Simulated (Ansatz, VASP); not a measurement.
# One calculation of Si, two programs

INCAR

```
PREC = Accurate
ENCUT = 500
EDIFF = 1E-6
ISMEAR = -1
SIGMA = 0.02
LREAL = F
LASPH = T
NELM = 120
ALGO = Normal
ISIF = 2
LWAVE = F
LCHARG = F
GGA = PE
NBANDS = 16
GGA_COMPAT = F
```

Contents of KPOINTS:

```
regular mesh
0
Gamma
  10 10 5
```

File POSCAR:

```
Si
1.0
    3.8692537639      0.0000000000      0.0000000000
   -1.9346268820      3.3508720533      0.0000000000
    0.0000000000      0.0000000000      6.3953253058
Si
4
Direct
    0.3333333300      0.6666666700      0.0630095000
    0.6666666700      0.3333333300      0.5630095000
    0.3333333300      0.6666666700      0.4369905000
    0.6666666700      0.3333333300      0.9369905000
```

Input for Ansatz:

```yaml
crystal:
  lattice:
    - [3.8692537639, 0.0, 0.0]
    - [-1.934626882, 3.3508720533, 0.0]
    - [0.0, 0.0, 6.3953253058]
  atoms:
    - { symbol: Si, position: [0.33333333, 0.66666667, 0.0630095] }
    - { symbol: Si, position: [0.66666667, 0.33333333, 0.5630095] }
    - { symbol: Si, position: [0.33333333, 0.66666667, 0.4369905] }
    - { symbol: Si, position: [0.66666667, 0.33333333, 0.9369905] }
hamiltonian:
  xc: pbe
  pseudopotentials:
    kind: all_electron
    lapw: { basis_error: 0.0001, muffin_tin_radii: { Si: 1.095 } }
kpoints:
  mp_grid: { grid: [10, 10, 5] }
scf:
  occupations: { method: fermi_dirac, width: 0.02 }
  convergence: { dr2_threshold: 1.0e-09 }
output:
  eigenvalues: true
```

Alike in both runs: task single point; functional PBE; k mesh 10 × 10 × 5; occupations fermi-dirac, width 0.02 eV; no spin polarisation.

|  | VASP | Ansatz |
| --- | --- | --- |
| version | VASP 6.6.1 | Ansatz 0.2.0 |
| potentials or method | VASP PAW PBE potentials, release 64 (Si), cutoff 500 eV | all-electron LAPW, scalar-relativistic |

VASP gave:

| Item | Value |
| --- | --- |
| gap on the k mesh at the Fermi level (eV) | 0.48 |
| least direct gap on the mesh (eV) | 0.96 |

Problem. Estimate Ansatz's values.

Solution. gap on the k mesh at the Fermi level (eV): 0.48; least direct gap on the mesh (eV): 0.95.

Ansatz ran all-electron here, and VASP with PAW potentials.
